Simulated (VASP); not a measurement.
# La3O (P6/mmm) in VASP: a series of runs

The runs below take La3O through single point, with PBE.

Everything below comes from runs of VASP 6.6.1. Logs are shortened: lines on timing, memory, paths and dates and some standing lists are left out, and cuts for length are marked.

### 1 The cell of the first run

Symmetry: P6/mmm, No. 191, hexagonal system. The conventional cell has a = 5.765 Å, b = 5.765 Å, c = 3.539 Å, α = 90.00°, β = 90.00°, γ = 120.00°. Within 3.8 Å of La (site symmetry mmm) lie 6 La at 2.88 to 3.54 Å and 4 O at 3.38 Å. Within 4.4 Å of O (site symmetry 6/mmm) lie 12 La at 3.38 Å and 2 O at 3.54 Å.

The cell was generated, and may not be a known phase.

### 2 Single point, PBE

INCAR

```
ALGO     = Normal         # electronic algorithm
EDIFF    = 1E-6           # SCF threshold, eV
ENCUT    = 520            # plane-wave cutoff, eV
GGA      = PE             # functional
ISIF     = 2              # what is computed and relaxed
ISMEAR   = 0              # smearing method
LASPH    = True           # aspherical terms in the spheres
LCHARG   = True           # write CHGCAR
LELF     = True           # ELF
LREAL    = False          # projectors in reciprocal space
LVHAR    = True         
LWAVE    = False          # write WAVECAR
NBANDS   = 28             # bands
NELM     = 80             # most SCF steps
PREC     = Accurate       # precision mode
SIGMA    = 0.1            # smearing width, eV
```

KPOINTS

```
k-points
0
Gamma
  3 3 6
```

POSCAR

```
La3O
1.0
    5.7652384800      0.0000000000      0.0000000000
   -2.8826192400      4.9928429800      0.0000000000
    0.0000000000      0.0000000000      3.5394970200
La O
3 1
Direct
    0.5000000000      0.0000000000      0.0000000000
    0.0000000000      0.5000000000      0.0000000000
    0.5000000000      0.5000000000      0.0000000000
    0.0000000000      0.0000000000      0.5000000000
```

Potentials or basis: VASP PAW PBE potentials, release 64 (La, O).

On the command line:

```console
$ cat potpaw_PBE.64/La/POTCAR potpaw_PBE.64/O/POTCAR > POTCAR
$ mpirun -np 1 vasp_std > vasp.out
```

OUTCAR:

```text
EDIFF = 1E-6
   ENCUT = 520
   GGA = PE
   ISIF = 2
   ISMEAR = 0
   LASPH = True
   LREAL = False
   NELM = 80
   PREC = Accurate

 ion  position               nearest neighbor table
   1  0.500  0.000  0.000-   2 2.88   3 2.88   3 2.88   2 2.88
   2  0.000  0.500  0.000-   1 2.88   1 2.88   3 2.88   3 2.88
   3  0.500  0.500  0.000-   1 2.88   1 2.88   2 2.88   2 2.88
   4  0.000  0.000  0.500-

  LATTYP: Found a hexagonal cell.
 ALAT       =     5.7652384800
 C/A-ratio  =     0.6139376597

  Lattice vectors:

 A1 = (   5.7652384800,   0.0000000000,   0.0000000000)
 A2 = (  -2.8826192400,   4.9928429800,   0.0000000000)
 A3 = (   0.0000000000,   0.0000000000,   3.5394970200)

Analysis of symmetry for initial positions (statically):
=====================================================================
 Subroutine PRICEL returns:
 Original cell was already a primitive cell.

 Routine SETGRP: Setting up the symmetry group for a
 hexagonal supercell.

 Subroutine GETGRP returns: Found 24 space group operations
 (whereof 24 operations were pure point group operations)
 out of a pool of 24 trial point group operations.

The static configuration has the point symmetry D_6h.

Analysis of symmetry for dynamics (positions and initial velocities):
=====================================================================
 Subroutine PRICEL returns:
 Original cell was already a primitive cell.

 Routine SETGRP: Setting up the symmetry group for a
 hexagonal supercell.

 Subroutine GETGRP returns: Found 24 space group operations
 (whereof 24 operations were pure point group operations)
 out of a pool of 24 trial point group operations.

The dynamic configuration has the point symmetry D_6h.

 Subroutine INISYM returns: Found 24 space group operations
 (whereof 24 operations are pure point group operations),
 and found     1 'primitive' translations

----------------------------------------------------------------------------------------

                                     Primitive cell

  volume of cell :     101.8842

  direct lattice vectors                    reciprocal lattice vectors
     5.765238480  0.000000000  0.000000000     0.173453363  0.100143346  0.000000000
    -2.882619240  4.992842980  0.000000000     0.000000000  0.200286691  0.000000000
     0.000000000  0.000000000  3.539497020     0.000000000  0.000000000  0.282526018

  length of vectors
     5.765238480  5.765238478  3.539497020     0.200286691  0.200286691  0.282526018

  position of ions in fractional coordinates (direct lattice)
     0.500000000  0.000000000  0.000000000
     1.000000000  0.500000000  0.000000000
     0.500000000  0.500000000  0.000000000
     0.000000000  0.000000000  0.500000000

  ion indices of the primitive-cell ions
   primitive index   ion index
                 1           1
                 2           2
                 3           3
                 4           4

----------------------------------------------------------------------------------------

 KPOINTS: k-points

Automatic generation of k-mesh.
 Grid dimensions read from file:
 generate k-points for:    3    3    6

 Generating k-lattice:

  Cartesian coordinates                     Fractional coordinates (reciprocal lattice)
     0.057817788  0.033381115  0.000000000     0.333333333 -0.000000000  0.000000000
     0.000000000  0.066762230  0.000000000     0.000000000  0.333333333  0.000000000
     0.000000000  0.000000000  0.047087670     0.000000000  0.000000000  0.166666667

  Length of vectors
     0.066762230  0.066762230  0.047087670

  Shift w.r.t. Gamma in fractional coordinates (k-lattice)
     0.000000000  0.000000000  0.000000000

 Subroutine IBZKPT returns following result:
 ===========================================

 Found     12 irreducible k-points:

 Following reciprocal coordinates:
            Coordinates               Weight
  0.000000  0.000000  0.000000      1.000000
  0.333333  0.000000  0.000000      6.000000
  0.333333  0.333333  0.000000      2.000000
  0.000000  0.000000  0.166667      2.000000
  0.333333  0.000000  0.166667     12.000000
  0.333333  0.333333  0.166667      4.000000
  0.000000  0.000000  0.333333      2.000000
  0.333333  0.000000  0.333333     12.000000
  0.333333  0.333333  0.333333      4.000000
  0.000000  0.000000  0.500000      1.000000
  0.333333  0.000000  0.500000      6.000000
  0.333333  0.333333  0.500000      2.000000
   k-points           NKPTS =     12   k-points in BZ     NKDIM =     12   number of bands    NBANDS=     28
   number of dos      NEDOS =    301   number of ions     NIONS =      4
   total plane-waves  NPLWV =  64512
   dimension x,y,z NGX =    48 NGY =   48 NGZ =   28
   dimension x,y,z NGXF=    96 NGYF=   96 NGZF=   56
   ions per type =               3   1
   NGX,Y,Z   is equivalent  to a cutoff of  13.84, 13.84, 13.15 a.u.
   NGXF,Y,Z  is equivalent  to a cutoff of  27.68, 27.68, 26.30 a.u.
 SYSTEM =  unknown system
   PREC   = accura    normal or accurate (medium, high low for compatibility)
   ISTART =      0    job   : 0-new  1-cont  2-samecut
   ICHARG =      2    charge: 1-file 2-atom 10-const
   ISPIN  =      1    spin polarized calculation?
   LNONCOLLINEAR =      F non collinear calculations
   LSORBIT =      F    spin-orbit coupling
   LASPH  =      T    aspherical Exc in radial PAW
   ENCUT  =  520.0 eV  38.22 Ry    6.18 a.u.  10.72 10.72  6.58*2*pi/ulx,y,z
   NELM   =     80;   NELMIN=  2; NELMDL= -5     # of ELM steps
   EDIFF  = 0.1E-05   stopping-criterion for ELM
   LREAL  =      F    real-space projection
   EDIFFG = 0.1E-04   stopping-criterion for IOM
   NSW    =      0    number of steps for IOM
   IBRION =     -1    ionic relax: 0-MD 1-quasi-New 2-CG
   NFREE  =      0    steps in history (QN), initial steepest desc. (CG)
   ISIF   =      2    stress and relaxation
   ISYM   =      2    0-nonsym 1-usesym 2-fastsym
   POTIM  = 0.5000    time-step for ionic-motion
   TEBEG  =    0.0;   TEEND  =   0.0 temperature during run
   PSTRESS=    0.0 pullay stress
   NELECT =      39.0000    total number of electrons
   NUPDOWN=      -1.0000    fix difference up-down
   EMIN   =  10.00;   EMAX   =-10.00  energy-range for DOS
   EFERMI =   0.00;   METHOD = LEGACY
   ISMEAR =     0;   SIGMA  =   0.10  broadening in eV -4-tet -1-fermi 0-gaus
   EFERMI_NEDOS =   21; number of points for ismear=-14 and -15
   IALGO  =     38    algorithm
   IMIX   =      4    mixing-type and parameters
     AMIX     =   0.40;   BMIX     =  1.00
     AMIX_MAG =   1.60;   BMIX_MAG =  1.00
  volume/ion in A,a.u.               =      25.47       171.89
  Fermi-wavevector in a.u.,A,eV,Ry     =   1.188669  2.246258 19.224121  1.412933
  Thomas-Fermi vector in A             =   2.324793
   LORBIT       =      0    0 simple, 1 ext, 2 COOP (PROOUT), +10 PAW based schemes
   GGA     = PE    functional components
   LHFCALC =     F    Hartree Fock is set to
   AEXX    =    0.0000 exact exchange contribution
   IVDW    =     0    specifies the selected vdW correction
   LEPSILON=     F    determine dielectric tensor
   LRPA    =     F    only Hartree local field effects (RPA)
 non-spin polarized calculation
 Gauss-broadening in eV      SIGMA  =   0.10
  energy-cutoff  :      520.00
  volume of cell :      101.88
 maximum number of plane-waves:      2773
 NGX is ok and might be reduce to    48
   NGX = 21   NGY = 21   NGZ = 13

 number of electron      38.9999996 magnetization

 Free energy of the ion-electron system (eV)
  ---------------------------------------------------
  ext. energy  EPLUGINS =         0.00000000
  ---------------------------------------------------
  free energy    TOTEN  =       -18.51400653 eV

  energy without entropy =      -18.48804881  energy(sigma->0) =      -18.50102767

 E-fermi :   8.9841     XC(G=0): -10.1594

 val. band max:        8.9340352315   @ k =   0.0000   0.0000   0.0000
 cond. band min:       9.0213203298   @ k =   0.3333   0.3333   0.3333
 fundamental gap:      0.0872850983
 Fermi energy:         8.9841120851

 k-point     1 :       0.0000    0.0000    0.0000
  band No.  band energies     occupation
      1     -24.7109      2.00000
      2     -23.3937      2.00000
      3     -23.3936      2.00000
      4     -11.2419      2.00000
      5      -9.2411      2.00000
      6      -9.2411      2.00000
[... 20 lines left out ...]
     27      10.5939      0.00000
     28      10.6547      0.00000

 k-point     2 :       0.3333    0.0000    0.0000
  band No.  band energies     occupation
      1     -24.4704      2.00000
      2     -23.7214      2.00000
      3     -23.4011      2.00000
      4     -10.4274      2.00000
      5      -9.0454      2.00000
      6      -8.5259      2.00000
[... 20 lines left out ...]
     27      10.7713      0.00000
     28      10.8125      0.00000

 k-point     3 :       0.3333    0.3333    0.0000
  band No.  band energies     occupation
      1     -24.1151      2.00000
      2     -24.1151      2.00000
      3     -23.4091      2.00000
      4      -9.2657      2.00000
      5      -9.2657      2.00000
      6      -8.7931      2.00000
[... 20 lines left out ...]
     27      10.4672      0.00000
     28      10.7468      0.00000

 k-point     4 :       0.0000    0.0000    0.1667
  band No.  band energies     occupation
      1     -24.6795      2.00000
      2     -23.3651      2.00000
      3     -23.3651      2.00000
      4     -11.2007      2.00000
      5      -9.2021      2.00000
      6      -9.2021      2.00000
[... 206 lines left out ...]
     27      10.7671      0.00000
     28      10.8392      0.00000

 k-point    11 :       0.3333    0.0000    0.5000
  band No.  band energies     occupation
      1     -24.3445      2.00000
      2     -23.6018      2.00000
      3     -23.2848      2.00000
      4     -10.2617      2.00000
      5      -8.8087      2.00000
      6      -8.7201      2.00000
[... 20 lines left out ...]
     27      10.6416      0.00000
     28      10.8349      0.00000

 k-point    12 :       0.3333    0.3333    0.5000
  band No.  band energies     occupation
      1     -23.9921      2.00000
      2     -23.9921      2.00000
      3     -23.2924      2.00000
      4      -9.1150      2.00000
      5      -9.1150      2.00000
      6      -8.4104      2.00000
[... 20 lines left out ...]
     27      10.4913      0.00000
     28      10.6326      0.00000

------------------------ aborting loop because EDIFF is reached ----------------------------------------

  FORCE on cell =-STRESS in cart. coord.  units (eV):
  Direction    XX          YY          ZZ          XY          YZ          ZX
  --------------------------------------------------------------------------------------
  -------------------------------------------------------------------------------------
  Total        5.1399975      5.1399974     -3.9071667      0.0000000     -0.0000000      0.0000000
  in kB       80.8289153     80.8289152    -61.4420632      0.0000000     -0.0000000      0.0000000
  external PRESSURE =      33.4052558 kB  Pullay stress =       0.0000000 kB

 VOLUME and BASIS-vectors are now :
 -----------------------------------------------------------------------------
  energy-cutoff  :      520.00
  volume of cell :      101.88
      direct lattice vectors                 reciprocal lattice vectors
     5.765238480  0.000000000  0.000000000     0.173453363  0.100143346  0.000000000
    -2.882619240  4.992842980  0.000000000     0.000000000  0.200286691  0.000000000
     0.000000000  0.000000000  3.539497020     0.000000000  0.000000000  0.282526018

 POSITION                                       TOTAL-FORCE (eV/Angst)
 -----------------------------------------------------------------------------------
      2.88262      0.00000      0.00000         0.000000      0.000000      0.000000
     -1.44131      2.49642      0.00000        -0.000000      0.000000      0.000000
      1.44131      2.49642      0.00000        -0.000000      0.000000      0.000000
      0.00000      0.00000      1.76975        -0.000000      0.000000      0.000000
 -----------------------------------------------------------------------------------
    total drift:                               -0.000000      0.000000      0.000000

  FREE ENERGIE OF THE ION-ELECTRON SYSTEM (eV)
  ---------------------------------------------------
  free  energy   TOTEN  =       -18.5140065313 eV

  energy  without entropy=      -18.4880488091  energy(sigma->0) =      -18.50102767
```

It took 3.1 min on 1 thread of Intel Xeon 8259CL, shared host; peak memory 0.26 GiB.

What came out:

```yaml
Free_energy: -18.5140 eV
Pressure: 3.3 GPa
Band_gap_on_the_k_mesh: zero (an odd number of electrons rules out a gap without spin polarisation)
```

Caveat: the k points lie up to 0.42 Å⁻¹ apart, too coarse for converged energies and pressures of a metal; spin-orbit coupling is left out, which moves the levels of the heavy elements; an odd number of electrons without spin polarisation forces a metal; a magnetic or distorted state may lie lower.

### 3 Single point, PBE

This run uses another cell than the first one, of 26.46 Å³/atom.

INCAR

```
PREC = Accurate ; ENCUT = 520
EDIFF = 1E-6 ; ISMEAR = 0
SIGMA = 0.1 ; LREAL = F
LASPH = T ; NELM = 100
ALGO = Normal ; ISIF = 2
LWAVE = F ; LCHARG = F
GGA = PE ; NBANDS = 28
```

KPOINTS

```
Automatic mesh
0
Gamma
  3 3 6
```

POSCAR

```
La3O
1.0
    6.0236249711      0.0000000000      0.0000000000
   -3.0118124856      5.2166122479      0.0000000000
    0.0000000000      0.0000000000      3.3683671722
La O
3 1
Direct
    0.5000000000      0.0000000000      0.0000000000
    0.0000000000      0.5000000000      0.0000000000
    0.5000000000      0.5000000000      0.0000000000
    0.0000000000      0.0000000000      0.5000000000
```

Potentials or basis: VASP PAW PBE potentials, release 64 (La, O).

On the command line:

```console
$ cat potpaw_PBE.64/La/POTCAR potpaw_PBE.64/O/POTCAR > POTCAR
$ mpirun -np 1 vasp_std > vasp.out
```

OUTCAR:

```text
PREC = Accurate
   ENCUT = 520
   EDIFF = 1E-6
   ISMEAR = 0
   LREAL = F
   LASPH = T
   NELM = 100
   ISIF = 2
   GGA = PE

 ion  position               nearest neighbor table
   1  0.500  0.000  0.000-   2 3.01   2 3.01   3 3.01   3 3.01
   2  0.000  0.500  0.000-   3 3.01   3 3.01   1 3.01   1 3.01
   3  0.500  0.500  0.000-   2 3.01   2 3.01   1 3.01   1 3.01
   4  0.000  0.000  0.500-

  LATTYP: Found a hexagonal cell.
 ALAT       =     6.0236249711
 C/A-ratio  =     0.5591927101

  Lattice vectors:

 A1 = (   6.0236249711,   0.0000000000,   0.0000000000)
 A2 = (  -3.0118124856,   5.2166122479,   0.0000000000)
 A3 = (   0.0000000000,   0.0000000000,   3.3683671722)

Analysis of symmetry for initial positions (statically):
=====================================================================
 Subroutine PRICEL returns:
 Original cell was already a primitive cell.

 Routine SETGRP: Setting up the symmetry group for a
 hexagonal supercell.
[... 155 lines left out ...]
  free energy    TOTEN  =       -18.82788506 eV

  energy without entropy =      -18.81154228  energy(sigma->0) =      -18.81971367

 E-fermi :   8.6433     XC(G=0): -10.0160

 val. band max:        8.6323505262   @ k =   0.3333   0.3333   0.0000
 cond. band min:       8.6992518913   @ k =   0.3333   0.3333   0.1667
 fundamental gap:      0.0669013652
 Fermi energy:         8.6433012024

 k-point     1 :       0.0000    0.0000    0.0000
  band No.  band energies     occupation
      1     -24.9065      2.00000
      2     -24.0036      2.00000
      3     -24.0036      2.00000
      4     -10.9001      2.00000
      5      -9.3456      2.00000
      6      -9.3456      2.00000
[... 361 lines left out ...]
     27      10.0211      0.00000
     28      10.2399      0.00000

------------------------ aborting loop because EDIFF is reached ----------------------------------------

  FORCE on cell =-STRESS in cart. coord.  units (eV):
  Direction    XX          YY          ZZ          XY          YZ          ZX
  --------------------------------------------------------------------------------------
  -------------------------------------------------------------------------------------
  Total       -0.1216384     -0.1216384      0.1503847      0.0000000      0.0000000      0.0000000
  in kB       -1.8412618     -1.8412618      2.2763988      0.0000000      0.0000000      0.0000000
  external PRESSURE =      -0.4687083 kB  Pullay stress =       0.0000000 kB

 VOLUME and BASIS-vectors are now :
 -----------------------------------------------------------------------------
  energy-cutoff  :      520.00
  volume of cell :      105.84
      direct lattice vectors                 reciprocal lattice vectors
     6.023624971  0.000000000  0.000000000     0.166012991  0.095847645  0.000000000
    -3.011812486  5.216612248  0.000000000     0.000000000  0.191695290  0.000000000
     0.000000000  0.000000000  3.368367172     0.000000000  0.000000000  0.296879749

 POSITION                                       TOTAL-FORCE (eV/Angst)
 -----------------------------------------------------------------------------------
      3.01181      0.00000      0.00000        -0.000000      0.000000      0.000000
     -1.50591      2.60831      0.00000         0.000000      0.000000      0.000000
      1.50591      2.60831      0.00000        -0.000000      0.000000      0.000000
      0.00000      0.00000      1.68418        -0.000000      0.000000      0.000000
 -----------------------------------------------------------------------------------
    total drift:                               -0.000000      0.000000      0.000000

  FREE ENERGIE OF THE ION-ELECTRON SYSTEM (eV)
  ---------------------------------------------------
  free  energy   TOTEN  =       -18.8278850575 eV

  energy  without entropy=      -18.8115422802  energy(sigma->0) =      -18.81971367
```

OSZICAR:

```text
N       E                     dE             d eps       ncg     rms          rms(c)
DAV:   1     0.503788996208E+03    0.50379E+03   -0.13672E+04   672   0.202E+03
DAV:   2     0.859978854634E+02   -0.41779E+03   -0.40683E+03   960   0.376E+02
DAV:   3    -0.273791803644E+01   -0.88736E+02   -0.86937E+02  1120   0.198E+02
DAV:   4    -0.175973013130E+02   -0.14859E+02   -0.14346E+02  1344   0.812E+01
DAV:   5    -0.197938369285E+02   -0.21965E+01   -0.20884E+01  1272   0.315E+01    0.870E+00
DAV:   6    -0.192429584124E+02    0.55088E+00   -0.12054E+01  1256   0.194E+01    0.724E+00
DAV:   7    -0.188871688507E+02    0.35579E+00   -0.57680E+00  1336   0.126E+01    0.326E+00
DAV:   8    -0.188251678995E+02    0.62001E-01   -0.67319E-01  1256   0.621E+00    0.119E+00
DAV:   9    -0.188314750019E+02   -0.63071E-02   -0.20119E-01  1288   0.252E+00    0.638E-01
DAV:  10    -0.188272809568E+02    0.41940E-02   -0.43767E-02  1272   0.127E+00    0.897E-02
DAV:  11    -0.188278906543E+02   -0.60970E-03   -0.48613E-03  1296   0.441E-01    0.742E-02
DAV:  12    -0.188278802103E+02    0.10444E-04   -0.76575E-04  1312   0.170E-01    0.217E-02
DAV:  13    -0.188278928855E+02   -0.12675E-04   -0.99266E-05  1240   0.629E-02    0.247E-02
DAV:  14    -0.188278842844E+02    0.86011E-05   -0.53650E-05  1160   0.352E-02    0.256E-03
DAV:  15    -0.188278850575E+02   -0.77312E-06   -0.60583E-06   992   0.163E-02
   1 F= -.18827885E+02 E0= -.18819714E+02  d E =-.163428E-01
```

Wall time 3.1 min (1 thread of Intel Xeon 8259CL, shared host); peak memory 0.26 GiB.

Results:

| Item | Value |
| --- | --- |
| Free energy | -18.8279 eV |
| Pressure | 0.0 GPa |
| Band gap on the k mesh | zero (an odd number of electrons rules out a gap without spin polarisation) |

Stress tensor (GPa, compression positive):
```
-0.18  0.00  0.00
 0.00 -0.18  0.00
 0.00  0.00  0.23
```

Caveat: the k points lie up to 0.40 Å⁻¹ apart, too coarse for converged energies and pressures of a metal; spin-orbit coupling is left out, which moves the levels of the heavy elements; an odd number of electrons without spin polarisation forces a metal; a magnetic or distorted state may lie lower.

The gap in the log of VASP goes by the Fermi energy; the results here count the filled bands.